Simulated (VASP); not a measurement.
**KI: single point with HSE06**

Crystal: KI.

```
K I
1.0
     4.29094    0.00000    0.00000
     0.00000    4.29094    0.00000
     0.00000    0.00000    4.29094
K I
1 1
Direct
  0.00000 0.00000 0.00000
  0.50000 0.50000 0.50000
```

* Program: VASP 6.6.1
* Task: single point
* Functional: HSE06
* Potentials or basis: VASP PAW PBE potentials, release 64 (K_sv, I)
* Cutoff: 520 eV
* k mesh: 4 × 4 × 4
* Occupations: gaussian, width 0.01 eV
* Spin: no spin polarisation

The pressure is 0.3 GPa and the band gap on the k mesh is 4.30 eV, indirect (least direct gap 4.69 eV).

Levels at points of the mesh, in eV from the valence-band top:
```csv
k point,band 4,band 5,band 6,band 7,band 8,band 9,band 10,band 11,band 12,band 13
"(0.00, 0.00, 0.00)",-13.88,-12.11,-0.39,-0.39,-0.39,4.30,5.79,5.79,9.81,9.81
"(0.50, 0.00, 0.00)",-13.86,-11.77,-2.44,-0.30,-0.30,6.48,7.39,8.06,8.22,9.82
"(0.50, 0.50, 0.00)",-13.86,-11.72,-1.85,-1.85,0.00,4.88,6.80,8.02,8.02,10.20
"(0.50, 0.50, 0.50)",-13.94,-11.52,-1.78,-1.78,-1.78,6.60,6.60,6.60,10.32,10.32
```

Run time: 8.6 min on 1 thread of Oxide Virtual Turin-like Processor, with other jobs on the host, peak memory 0.26 GiB.

Caveat: the PAW data sets were made with another functional, which shifts forces and pressure a little; spin-orbit coupling is left out, which moves the levels of the heavy elements. A k mesh can miss the band edges.
